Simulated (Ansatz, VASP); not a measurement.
**Nb: VASP beside Ansatz**

```
Nb
1.0
    -1.66395    1.66395    1.66395
     1.66395   -1.66395    1.66395
     1.66395    1.66395   -1.66395
Nb
1
Direct
  0.00000 0.00000 0.00000
```

Alike in both runs: task single point; functional r2SCAN50; k mesh 6 × 6 × 6; occupations fermi-dirac, width 0.05 eV; no spin polarisation.

|  | VASP | Ansatz |
| --- | --- | --- |
| version | VASP 6.6.1 | Ansatz 0.2.0 |
| potentials or method | VASP PAW PBE potentials, release 64 (Nb_sv) | Ansatz PAW |
| plane-wave cutoff (eV) | 440 | 500 |
| valence electrons in the cell | 13 | 13 |

|  | VASP | Ansatz | Ansatz less VASP |
| --- | --- | --- | --- |
| gap on the k mesh at the Fermi level (eV) | none | none | - |
| pressure (GPa) | -13.9 | -13.1 | +0.86 |

VASP's potentials were made for PBE, not for r2SCAN50. A gap of «none» marks a metal or a gap that the smearing closes.

The k mesh is coarse, so the values compare programs but aren't converged.
